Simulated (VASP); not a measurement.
# Ag (Fm-3m) in VASP: a series of runs

Runs on Ag. Level: r2SCAN0. Tasks: single point.

Program: VASP 6.6.1. These are calculated values, not measurements. Logs are shortened: lines on timing, memory, paths and dates and some standing lists are left out, and cuts for length are marked.

### Step 1. The cell of the first run

Symmetry: Fm-3m, No. 225, cubic system. Conventional cell: a = 4.058 Å, b = 4.058 Å, c = 4.058 Å, α = 90.00°, β = 90.00°, γ = 90.00°. Within 3.8 Å of Ag (site symmetry m-3m) lie 12 Ag at 2.87 Å.

### Step 2. Single point, r2SCAN0

The input, POSCAR:

```
Ag
1.0
    0.0000000000      2.0290398554      2.0290398554
    2.0290398554      0.0000000000      2.0290398554
    2.0290398554      2.0290398554      0.0000000000
Ag
1
Direct
    0.0000000000      0.0000000000      0.0000000000
```

The input, INCAR.step1:

```
SYSTEM = Ag
ALGO     = Normal         ! electronic algorithm
EDIFF    = 1E-5           ! SCF threshold, eV
ENCUT    = 520            ! plane-wave cutoff, eV
GGA      = PE             ! functional
ISIF     = 2              ! what is computed and relaxed
ISMEAR   = -1             ! smearing method
LASPH    = .True.         ! aspherical terms in the spheres
LREAL    = .False.        ! projectors in reciprocal space
LWAVE    = .True.         ! write WAVECAR
NBANDS   = 12             ! bands
NELM     = 100            ! most SCF steps
PREC     = Accurate       ! precision mode
SIGMA    = 0.05           ! smearing width, eV
```

The input, INCAR.step2:

```
SYSTEM = Ag
AEXX     = 0.25           ! exact-exchange fraction
ALGO     = Normal         ! electronic algorithm
EDIFF    = 1E-7           ! SCF threshold, eV
ENCUT    = 520            ! plane-wave cutoff, eV
ISIF     = 2              ! what is computed and relaxed
ISMEAR   = -1             ! smearing method
ISTART   = 1            
LASPH    = .True.         ! aspherical terms in the spheres
LCHARG   = .True.         ! write CHGCAR
LELF     = .True.         ! ELF
LHFCALC  = .True.         ! exact exchange
LMIXTAU  = .True.       
LREAL    = .False.        ! projectors in reciprocal space
LVHAR    = .True.       
LWAVE    = .False.        ! write WAVECAR
METAGGA  = R2SCAN         ! meta-GGA
NBANDS   = 12             ! bands
NELM     = 100            ! most SCF steps
PREC     = Accurate       ! precision mode
PRECFOCK = Normal       
SIGMA    = 0.05           ! smearing width, eV
```

The input, KPOINTS:

```
k-points
0
Gamma
  6 6 6
  0 0 0
```

Potentials or basis: VASP PAW PBE potentials, release 64 (Ag).

Started as:

```console
cat potpaw_PBE.64/Ag/POTCAR > POTCAR
cp INCAR.step1 INCAR
mpirun -np 1 vasp_std > vasp.out
cp INCAR.step2 INCAR
mpirun -np 1 vasp_std > vasp.out
```

OUTCAR:

```text
SYSTEM = Ag
   AEXX = 0.25
   EDIFF = 1E-7
   ENCUT = 520
   ISIF = 2
   ISMEAR = -1
   ISTART = 1
   LASPH = .True.
   LHFCALC = .True.
   LREAL = .False.
   METAGGA = R2SCAN
   NELM = 100
   PREC = Accurate
   PRECFOCK = Normal

 ion  position               nearest neighbor table
   1  0.000  0.000  0.000-

  LATTYP: Found a face centered cubic cell.
 ALAT       =     4.0580797108

  Lattice vectors:

 A1 = (   0.0000000000,   2.0290398554,   2.0290398554)
 A2 = (   2.0290398554,   0.0000000000,   2.0290398554)
 A3 = (   2.0290398554,   2.0290398554,   0.0000000000)

Analysis of symmetry for initial positions (statically):
=====================================================================
 Subroutine PRICEL returns:
 Original cell was already a primitive cell.

 Routine SETGRP: Setting up the symmetry group for a
 face centered cubic supercell.

 Subroutine GETGRP returns: Found 48 space group operations
 (whereof 48 operations were pure point group operations)
 out of a pool of 48 trial point group operations.

The static configuration has the point symmetry O_h .

Analysis of symmetry for dynamics (positions and initial velocities):
=====================================================================
 Subroutine PRICEL returns:
 Original cell was already a primitive cell.

 Routine SETGRP: Setting up the symmetry group for a
 face centered cubic supercell.

 Subroutine GETGRP returns: Found 48 space group operations
 (whereof 48 operations were pure point group operations)
 out of a pool of 48 trial point group operations.

The dynamic configuration has the point symmetry O_h .

 Subroutine INISYM returns: Found 48 space group operations
 (whereof 48 operations are pure point group operations),
 and found     1 'primitive' translations

----------------------------------------------------------------------------------------

                                     Primitive cell

  volume of cell :      16.7071

  direct lattice vectors                    reciprocal lattice vectors
     0.000000000  2.029039855  2.029039855    -0.246421971  0.246421971  0.246421971
     2.029039855  0.000000000  2.029039855     0.246421971 -0.246421971  0.246421971
     2.029039855  2.029039855  0.000000000     0.246421971  0.246421971 -0.246421971

  length of vectors
     2.869495682  2.869495682  2.869495682     0.426815374  0.426815374  0.426815374

  position of ions in fractional coordinates (direct lattice)
     0.000000000  0.000000000  0.000000000

  ion indices of the primitive-cell ions
   primitive index   ion index
                 1           1

[... 80 lines left out ...]
   IMIX   =      1    mixing-type and parameters
     AMIX     =   0.40;   BMIX     =  1.00
     AMIX_MAG =   1.60;   BMIX_MAG =  1.00
  volume/ion in A,a.u.               =      16.71       112.75
  Fermi-wavevector in a.u.,A,eV,Ry     =   1.424203  2.691353 27.597424  2.028353
  Thomas-Fermi vector in A             =   2.544719
   LORBIT       =      0    0 simple, 1 ext, 2 COOP (PROOUT), +10 PAW based schemes
   METAGGA = R2SCAN    functional components
   LHFCALC =     T    Hartree Fock is set to
   PRECFOCK=normal    Normal, Fast or Accurate (Low or Medium for compatibility)
   ENCUT4O =  -1.0   cutoff for four orbital integrals eV
   NKREDX  =     1    reduce k-point grid by
   NKREDY  =     1    reduce k-point grid by
   NKREDZ  =     1    reduce k-point grid by
   AEXX    =    0.2500 exact exchange contribution
   HFSCREEN=    0.0000 screening length (either q_TF or 0.3 A-1)
   HFSCREENC=   0.0000 screening length for correlation (either q_TF or 0.3 A-1)
   ENCUTFOCK=  -1.0 apply spherical cutoff to Coloumb kernel
   IVDW    =     0    specifies the selected vdW correction
   LEPSILON=     F    determine dielectric tensor
   LRPA    =     F    only Hartree local field effects (RPA)
 non-spin polarized calculation
  energy-cutoff  :      520.00
  volume of cell :       16.71
 maximum number of plane-waves:       464
 NGX is ok and might be reduce to    24
  NGX = 18; NGY = 18; NGZ = 18

 number of electron      11.0000001 magnetization

 Free energy of the ion-electron system (eV)
  ---------------------------------------------------
  ext. energy  EPLUGINS =         0.00000000
  ---------------------------------------------------
  free energy    TOTEN  =       -17.03662439 eV

  energy without entropy =      -17.02926135  energy(sigma->0) =      -17.03294287

 E-fermi :   8.2154     XC(G=0): -10.1168

 val. band max:        8.1898469917   @ k =   0.5000   0.3333   0.1667
 cond. band min:       9.5228634203   @ k =   0.5000   0.1667   0.0000
 fundamental gap:      1.3330164285
 Fermi energy:         8.2154195111

 k-point     1 :       0.0000    0.0000    0.0000
  band No.  band energies     occupation
      1      -0.8113      2.00000
      2       1.7031      2.00000
      3       1.7031      2.00000
      4       1.7031      2.00000
      5       2.8278      2.00000
      6       2.8278      2.00000
      7      26.4514      0.00000
      8      30.4388      0.00000
      9      30.4388      0.00000
     10      30.4388      0.00000
     11      35.1871      0.00000
     12      36.8875      0.00000
[... 211 lines left out ...]
 k-point    16 :      -0.3333    0.5000    0.1667
  band No.  band energies     occupation
      1       0.4879      2.00000
      2       0.6887      2.00000
      3       2.4892      2.00000
      4       3.1470      2.00000
      5       4.0566      2.00000
      6      13.6046      0.00000
      7      17.0756      0.00000
      8      18.1396      0.00000
      9      18.8417      0.00000
     10      31.0208      0.00000
     11      33.0402      0.00000
     12      36.9964      0.00000

------------------------ aborting loop because EDIFF is reached ----------------------------------------

  FORCE on cell =-STRESS in cart. coord.  units (eV):
  Direction    XX          YY          ZZ          XY          YZ          ZX
  --------------------------------------------------------------------------------------
  -------------------------------------------------------------------------------------
  Total        0.5721132      0.5721132      0.5721132      0.0000000      0.0000000     -0.0000000
  in kB       54.8644203     54.8644203     54.8644203      0.0000000      0.0000000     -0.0000000
  external PRESSURE =      54.8644203 kB  Pullay stress =       0.0000000 kB

 VOLUME and BASIS-vectors are now :
 -----------------------------------------------------------------------------
  energy-cutoff  :      520.00
  volume of cell :       16.71
      direct lattice vectors                 reciprocal lattice vectors
     0.000000000  2.029039855  2.029039855    -0.246421971  0.246421971  0.246421971
     2.029039855  0.000000000  2.029039855     0.246421971 -0.246421971  0.246421971
     2.029039855  2.029039855  0.000000000     0.246421971  0.246421971 -0.246421971

 POSITION                                       TOTAL-FORCE (eV/Angst)
 -----------------------------------------------------------------------------------
      0.00000      0.00000      0.00000         0.000000      0.000000      0.000000
 -----------------------------------------------------------------------------------
    total drift:                               -0.000000      0.000000      0.000000

  FREE ENERGIE OF THE ION-ELECTRON SYSTEM (eV)
  ---------------------------------------------------
  free  energy   TOTEN  =       -17.0366243851 eV

  energy  without entropy=      -17.0292613521  energy(sigma->0) =      -17.03294287
```

It took 16 min on 1 thread of Intel Xeon Platinum 8488C (Sapphire Rapids), shared host; peak memory 0.16 GiB.

Results:

```
Free energy            : -17.0366 eV
Pressure               : 5.5 GPa
Band gap on the k mesh : zero (an odd number of electrons rules out a gap without spin polarisation)
```

Caveat: the k points lie up to 0.45 Å⁻¹ apart, too coarse for converged energies and pressures of a metal; the PAW data sets were made with another functional, which shifts forces and pressure a little.

### Step 3. Single point, r2SCAN0

This run uses another cell than the first one, of 17.05 Å³/atom.

The input, POSCAR:

```
Ag
1.0
    0.0000000000      2.0427500000      2.0427500000
    2.0427500000      0.0000000000      2.0427500000
    2.0427500000      2.0427500000      0.0000000000
Ag
1
Direct
    0.0000000000      0.0000000000      0.0000000000
```

The input, INCAR.step1:

```
ALGO = Normal
EDIFF = 1E-5
ENCUT = 520
GGA = PE
ISIF = 2
ISMEAR = -1
LASPH = True
LCHARG = False
LREAL = False
LWAVE = True
NBANDS = 12
NELM = 60
PREC = Accurate
SIGMA = 0.05
```

The input, INCAR.step2:

```
AEXX = 0.25
ALGO = Normal
EDIFF = 1E-7
ENCUT = 520
ISIF = 2
ISMEAR = -1
ISTART = 1
LASPH = True
LCHARG = False
LHFCALC = True
LMIXTAU = True
LREAL = False
LWAVE = False
METAGGA = R2SCAN
NBANDS = 12
NELM = 60
PREC = Accurate
PRECFOCK = Normal
SIGMA = 0.05
```

The input, KPOINTS:

```
k-points
0
Gamma
  6 6 6
```

Potentials or basis: VASP PAW PBE potentials, release 64 (Ag).

Started as:

```console
cat potpaw_PBE.64/Ag/POTCAR > POTCAR
cp INCAR.step1 INCAR
mpirun -np 1 vasp_std > vasp.out
cp INCAR.step2 INCAR
mpirun -np 1 vasp_std > vasp.out
```

It took 16 min on 1 thread of Intel Xeon Platinum 8488C (Sapphire Rapids), shared host; peak memory 0.16 GiB.

Results (log left out):

| Property | Result |
| --- | --- |
| Free energy | -17.0459 eV |
| Pressure | 3.1 GPa |
| Band gap on the k mesh | zero (an odd number of electrons rules out a gap without spin polarisation) |

Levels at points of the mesh, in eV from the Fermi level:
| k point | band 4 | band 5 | band 6 | band 7 | band 8 | band 9 |
| --- | --- | --- | --- | --- | --- | --- |
| (0.00, 0.00, 0.00) | -6.42 | -5.34 | -5.34 | 18.19 | 22.05 | 22.05 |
| (0.50, 0.00, 0.00) | -4.41 | -4.41 | -0.27 | 4.96 | 17.33 | 20.41 |
| (0.50, 0.50, 0.00) | -4.15 | -4.15 | 2.79 | 8.46 | 12.72 | 12.72 |

Caveat: the k points lie up to 0.44 Å⁻¹ apart, too coarse for converged energies and pressures of a metal; the PAW data sets were made with another functional, which shifts forces and pressure a little.
